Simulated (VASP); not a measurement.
# Re (P6_3/mmc) in VASP: a series of runs

Re is run at these levels: PBEsol; tasks: single point.

All numbers are computed with VASP 6.6.1; they aren't measurements. Logs are shortened: lines on timing, memory, paths and dates and some standing lists are left out, and cuts for length are marked.

## 1. The cell of the first run

Symmetry: P6_3/mmc, No. 194, hexagonal system. The conventional cell has a = 2.796 Å, b = 2.796 Å, c = 4.088 Å, α = 90.00°, β = 90.00°, γ = 120.00°. Within 3.4 Å of Re (site symmetry -6m2) lie 12 Re at 2.60 to 2.80 Å.

## 2. Single point, PBEsol

INCAR reads:

```
SYSTEM = Re
PREC = Accurate
ENCUT = 520
EDIFF = 1E-6
ISMEAR = 0
SIGMA = 0.15
LREAL = .FALSE.
LASPH = .TRUE.
NELM = 80
ALGO = Normal
ISIF = 2
LWAVE = .FALSE.
LCHARG = .FALSE.
GGA = PS
NBANDS = 14
```

KPOINTS reads:

```
regular mesh
0
G
  18 18 10
  0 0 0
```

POSCAR reads:

```
Re
1.0
    2.7961000000      0.0000000000      0.0000000000
   -1.3980500000      2.4214936315      0.0000000000
    0.0000000000      0.0000000000      4.0878000000
Re
2
Direct
    0.3333333333      0.6666666667      0.2500000000
    0.6666666667      0.3333333333      0.7500000000
```

Potentials or basis: VASP PAW PBE potentials, release 64 (Re).

Command:

```bash
$ cat potpaw_PBE.64/Re/POTCAR > POTCAR
$ mpirun -np 1 vasp_std > vasp.out
```

OUTCAR:

```text
SYSTEM = Re
   PREC = Accurate
   ENCUT = 520
   EDIFF = 1E-6
   ISMEAR = 0
   LREAL = .FALSE.
   LASPH = .TRUE.
   NELM = 80
   ISIF = 2
   GGA = PS

 ion  position               nearest neighbor table
   1  0.333  0.667  0.250-   2 2.60   2 2.60   2 2.60   2 2.60   2 2.60   2 2.60
   2  0.667  0.333  0.750-   1 2.60   1 2.60   1 2.60   1 2.60   1 2.60   1 2.60

  LATTYP: Found a hexagonal cell.
 ALAT       =     2.7961000000
 C/A-ratio  =     1.4619648797

  Lattice vectors:

 A1 = (   2.7961000000,   0.0000000000,   0.0000000000)
 A2 = (  -1.3980500000,   2.4214936315,   0.0000000000)
 A3 = (   0.0000000000,   0.0000000000,   4.0878000000)

Analysis of symmetry for initial positions (statically):
=====================================================================
 Subroutine PRICEL returns:
 Original cell was already a primitive cell.

 Routine SETGRP: Setting up the symmetry group for a
 hexagonal supercell.

 Subroutine GETGRP returns: Found 24 space group operations
 (whereof 12 operations were pure point group operations)
 out of a pool of 24 trial point group operations.

The static configuration has the point symmetry D_3d.
 The point group associated with its full space group is D_6h.

Analysis of symmetry for dynamics (positions and initial velocities):
=====================================================================
 Subroutine PRICEL returns:
 Original cell was already a primitive cell.

 Routine SETGRP: Setting up the symmetry group for a
 hexagonal supercell.

 Subroutine GETGRP returns: Found 24 space group operations
 (whereof 12 operations were pure point group operations)
 out of a pool of 24 trial point group operations.

The dynamic configuration has the point symmetry D_3d.
 The point group associated with its full space group is D_6h.

 Subroutine INISYM returns: Found 24 space group operations
 (whereof 12 operations are pure point group operations),
 and found     1 'primitive' translations

----------------------------------------------------------------------------------------

                                     Primitive cell

  volume of cell :      27.6774

  direct lattice vectors                    reciprocal lattice vectors
     2.796100000  0.000000000  0.000000000     0.357641000  0.206484128  0.000000000
    -1.398050000  2.421493632  0.000000000     0.000000000  0.412968255  0.000000000
     0.000000000  0.000000000  4.087800000     0.000000000  0.000000000  0.244630364

  length of vectors
     2.796100000  2.796100000  4.087800000     0.412968255  0.412968255  0.244630364
[... 93 lines left out ...]
   NUPDOWN=      -1.0000    fix difference up-down
   EMIN   =  10.00;   EMAX   =-10.00  energy-range for DOS
   EFERMI =   0.00;   METHOD = LEGACY
   ISMEAR =     0;   SIGMA  =   0.15  broadening in eV -4-tet -1-fermi 0-gaus
   EFERMI_NEDOS =   21; number of points for ismear=-14 and -15
   IALGO  =     38    algorithm
   IMIX   =      4    mixing-type and parameters
     AMIX     =   0.40;   BMIX     =  1.00
     AMIX_MAG =   1.60;   BMIX_MAG =  1.00
  volume/ion in A,a.u.               =      13.84        93.39
  Fermi-wavevector in a.u.,A,eV,Ry     =   1.304394  2.464948 23.149564  1.701445
  Thomas-Fermi vector in A             =   2.435333
   LORBIT       =      0    0 simple, 1 ext, 2 COOP (PROOUT), +10 PAW based schemes
   GGA     = PS    functional components
   LHFCALC =     F    Hartree Fock is set to
   AEXX    =    0.0000 exact exchange contribution
   IVDW    =     0    specifies the selected vdW correction
   LEPSILON=     F    determine dielectric tensor
   LRPA    =     F    only Hartree local field effects (RPA)
 non-spin polarized calculation
 Gauss-broadening in eV      SIGMA  =   0.15
  energy-cutoff  :      520.00
  volume of cell :       27.68
 maximum number of plane-waves:       758
 NGX is ok and might be reduce to    24
   NGX = 11   NGY = 11   NGZ = 15

 number of electron      14.0000001 magnetization

 Free energy of the ion-electron system (eV)
  ---------------------------------------------------
  ext. energy  EPLUGINS =         0.00000000
  ---------------------------------------------------
  free energy    TOTEN  =       -26.36639746 eV

  energy without entropy =      -26.34205865  energy(sigma->0) =      -26.35422806

 E-fermi :   8.5128     XC(G=0): -14.1414

 val. band max:        8.5110576774   @ k =   0.5000   0.0000   0.1000
 cond. band min:       8.5163993907   @ k =   0.4444   0.0000   0.0000
 fundamental gap:      0.0053417133
 Fermi energy:         8.5128498780

 k-point     1 :       0.0000    0.0000    0.0000
  band No.  band energies     occupation
      1      -1.8135      2.00000
      2       1.4150      2.00000
      3       6.4965      2.00000
      4       6.4965      2.00000
      5       7.7229      2.00000
      6       7.7229      2.00000
      7       7.7636      2.00000
      8       7.7636      2.00000
      9       8.0635      1.99998
     10      10.5380      0.00000
     11      12.1184      0.00000
     12      12.1184      0.00000
     13      20.3317      0.00000
     14      22.3155      0.00000
[... 377 lines left out ...]
      1       2.3321      2.00000
      2       2.5583      2.00000
      3       2.9991      2.00000
      4       5.6889      2.00000
      5       5.7022      2.00000
      6       7.7416      2.00000
      7       8.4895      1.17437
      8      12.0612      0.00000
      9      12.1975      0.00000
     10      13.8709      0.00000
     11      13.9960      0.00000
     12      16.6091      0.00000
     13      19.4409      0.00000
     14      20.0516      0.00000

 [... further k-points ...]

------------------------ aborting loop because EDIFF is reached ----------------------------------------

  FORCE on cell =-STRESS in cart. coord.  units (eV):
  Direction    XX          YY          ZZ          XY          YZ          ZX
  --------------------------------------------------------------------------------------
  -------------------------------------------------------------------------------------
  Total        2.0129788      2.0129788      9.8500604     -0.0000000      0.0000000      0.0000000
  in kB      116.5263441    116.5263441    570.1955245     -0.0000000      0.0000000      0.0000000
  external PRESSURE =     267.7494042 kB  Pullay stress =       0.0000000 kB

 VOLUME and BASIS-vectors are now :
 -----------------------------------------------------------------------------
  energy-cutoff  :      520.00
  volume of cell :       27.68
      direct lattice vectors                 reciprocal lattice vectors
     2.796100000  0.000000000  0.000000000     0.357641000  0.206484128  0.000000000
    -1.398050000  2.421493632  0.000000000     0.000000000  0.412968255  0.000000000
     0.000000000  0.000000000  4.087800000     0.000000000  0.000000000  0.244630364

 POSITION                                       TOTAL-FORCE (eV/Angst)
 -----------------------------------------------------------------------------------
     -0.00000      1.61433      1.02195        -0.000000      0.000000      0.000000
      1.39805      0.80716      3.06585         0.000000      0.000000      0.000000
 -----------------------------------------------------------------------------------
    total drift:                               -0.000000      0.000000     -0.000000

  FREE ENERGIE OF THE ION-ELECTRON SYSTEM (eV)
  ---------------------------------------------------
  free  energy   TOTEN  =       -26.3663974638 eV

  energy  without entropy=      -26.3420586535  energy(sigma->0) =      -26.35422806
```

OSZICAR:

```text
N       E                     dE             d eps       ncg     rms          rms(c)
DAV:   1     0.192600366311E+02    0.19260E+02   -0.68538E+03 12432   0.126E+03
DAV:   2    -0.266630245788E+02   -0.45923E+02   -0.40619E+02 10016   0.289E+02
DAV:   3    -0.276941667352E+02   -0.10311E+01   -0.10076E+01  9758   0.441E+01
DAV:   4    -0.277043956110E+02   -0.10229E-01   -0.10221E-01  9402   0.285E+00
DAV:   5    -0.277045873323E+02   -0.19172E-03   -0.19170E-03  9704   0.680E-01    0.502E+01
DAV:   6    -0.267376000726E+02    0.96699E+00   -0.63826E-01 10792   0.211E+01    0.229E+01
DAV:   7    -0.263763393525E+02    0.36126E+00   -0.53326E-01 10812   0.187E+01    0.428E-01
DAV:   8    -0.263672322792E+02    0.91071E-02   -0.63714E-03  9720   0.613E-01    0.161E-01
DAV:   9    -0.263663926861E+02    0.83959E-03   -0.39501E-04 10816   0.199E-01    0.515E-02
DAV:  10    -0.263663975406E+02   -0.48544E-05   -0.69194E-05 10254   0.116E-01    0.206E-02
DAV:  11    -0.263663974638E+02    0.76800E-07   -0.19237E-07  5768   0.174E-02
   1 F= -.26366397E+02 E0= -.26354228E+02  d E =-.243388E-01
```

stdout:

```text
POSCAR found type information on POSCAR Re
 POSCAR found :  1 types and       2 ions
 scaLAPACK will be used
 -----------------------------------------------------------------------------
|                                                                             |
|                                                                             |
|     You enforced a specific xc type in the INCAR file but a different       |
|     I HOPE YOU KNOW WHAT YOU ARE DOING!                                     |
|                                                                             |
 -----------------------------------------------------------------------------

 LDA part: xc-table for (Slater+PW92), standard interpolation
 POSCAR, INCAR and KPOINTS ok, starting setup
 FFT: planning ... GRIDC
 FFT: planning ... GRID_SOFT
 FFT: planning ... GRID
 WAVECAR not read
 entering main loop
```

Wall time 31 s (1 thread of Intel Xeon 6975P-C (Granite Rapids), shared host); peak memory 0.2 GiB.

Results:

```
Free energy            : -26.3664 eV
Pressure               : 26.8 GPa
Band gap on the k mesh : zero (bands 7 and 8 overlap by 3.57 eV)
```

Caveat: the cell stands under pressure; the PAW data sets were made with another functional, which shifts forces and pressure a little; spin-orbit coupling is left out, which moves the levels of the heavy elements.

## 3. Single point, PBEsol

This run uses another cell than the first one, of 13.97 Å³/atom.

INCAR reads:

```
SYSTEM = Re
PREC = Accurate
ENCUT = 520
EDIFF = 1E-7
ISMEAR = 0
SIGMA = 0.15
LREAL = .FALSE.
LASPH = .TRUE.
NELM = 60
ALGO = Normal
ISIF = 2
LWAVE = .FALSE.
LCHARG = .TRUE.
GGA = PS
LELF = .TRUE.
LVHAR = .TRUE.
NBANDS = 14
```

KPOINTS reads:

```
Automatic mesh
0
G
  18 18 10
  0 0 0
```

POSCAR reads:

```
Re
1.0
    2.7502953086      0.0000000000      0.0000000000
   -1.3751476543      2.3818256051      0.0000000000
    0.0000000000      0.0000000000      4.2656000000
Re
2
Direct
    0.3333333333      0.6666666667      0.2500000000
    0.6666666667      0.3333333333      0.7500000000
```

Potentials or basis: VASP PAW PBE potentials, release 64 (Re).

Command:

```bash
$ cat potpaw_PBE.64/Re/POTCAR > POTCAR
$ mpirun -np 1 vasp_std > vasp.out
```

Wall time 36 s (1 thread of Intel Xeon 6975P-C (Granite Rapids), shared host); peak memory 0.19 GiB.

Results (log left out):

| Property | Result |
| --- | --- |
| Free energy | -26.6332 eV |
| Pressure | 18.8 GPa |
| Band gap on the k mesh | zero (bands 7 and 8 overlap by 3.69 eV) |

Stress tensor (GPa, compression positive):
```
12.03  0.00  0.00
 0.00 12.03  0.00
 0.00  0.00 32.25
```

Levels at points of the mesh, in eV from the Fermi level:
```csv
k point,band 3,band 4,band 5,band 6,band 7,band 8,band 9,band 10,band 11,band 12
"(0.00, 0.00, 0.00)",-1.77,-1.77,-1.14,-0.73,-0.73,-0.15,-0.15,1.28,3.65,3.65
"(0.50, 0.00, 0.00)",-5.50,-2.41,-1.87,-1.05,-0.26,3.96,4.68,5.08,6.49,7.51
"(0.00, 0.00, 0.50)",-2.22,-2.22,-2.02,-2.02,-2.02,-2.02,2.85,2.85,2.85,2.85
"(0.50, 0.00, 0.50)",-4.18,-4.18,0.27,0.27,1.06,1.06,4.39,4.39,5.21,5.21
```

Caveat: the cell stands under pressure; the PAW data sets were made with another functional, which shifts forces and pressure a little; spin-orbit coupling is left out, which moves the levels of the heavy elements.

## 4. Single point, PBEsol

This run uses another cell than the first one, of 14.12 Å³/atom.

INCAR reads:

```
SYSTEM = Re
ALGO = Fast ; EDIFF = 1E-6
ENCUT = 520 ; GGA = PS
ISIF = 2 ; ISMEAR = 0
LASPH = .True. ; LCHARG = .False.
LREAL = .False. ; LWAVE = .False.
NBANDS = 14 ; NELM = 100
PREC = Accurate ; SIGMA = 0.15
```

KPOINTS reads:

```
k-points
0
Gamma
  18 18 10
  0 0 0
```

POSCAR reads:

```
Re
1.0
    2.8878000000      0.0000000000      0.0000000000
   -1.4439000000      2.5009081610      0.0000000000
    0.0000000000      0.0000000000      3.9101000000
Re
2
Direct
    0.3333333333      0.6666666667      0.2500000000
    0.6666666667      0.3333333333      0.7500000000
```

Command:

```bash
$ cat potpaw_PBE.64/Re/POTCAR > POTCAR
$ mpirun -np 1 vasp_std > vasp.out
```

Wall time 38 s (1 thread of Intel Xeon 6975P-C (Granite Rapids), shared host); peak memory 0.2 GiB.

Results (log left out):

| Property | Result |
| --- | --- |
| Free energy | -25.9645 eV |
| Pressure | 23.6 GPa |
| Band gap on the k mesh | zero (bands 7 and 8 overlap by 3.12 eV) |

Stress tensor (GPa, compression positive):
```
 3.00  0.00  0.00
 0.00  3.00  0.00
 0.00  0.00 64.83
```

Levels at points of the mesh, in eV from the Fermi level:
| k point | band 3 | band 4 | band 5 | band 6 | band 7 | band 8 | band 9 | band 10 | band 11 | band 12 |
| --- | --- | --- | --- | --- | --- | --- | --- | --- | --- | --- |
| (0.00, 0.00, 0.00) | -2.34 | -2.34 | -1.61 | -1.61 | -0.84 | -0.84 | 0.32 | 2.83 | 3.33 | 3.33 |
| (0.50, 0.00, 0.00) | -5.29 | -3.62 | -2.65 | -0.13 | 0.57 | 2.40 | 3.67 | 5.33 | 5.64 | 6.28 |
| (0.00, 0.00, 0.50) | -3.08 | -3.08 | -3.08 | -3.08 | -1.51 | -1.51 | 3.04 | 3.04 | 3.04 | 3.04 |
| (0.50, 0.00, 0.50) | -3.71 | -3.71 | -0.62 | -0.62 | 0.75 | 0.75 | 3.25 | 3.25 | 4.36 | 4.36 |

Caveat: the cell stands under pressure; the PAW data sets were made with another functional, which shifts forces and pressure a little; spin-orbit coupling is left out, which moves the levels of the heavy elements.

[end of part 1 of 2]
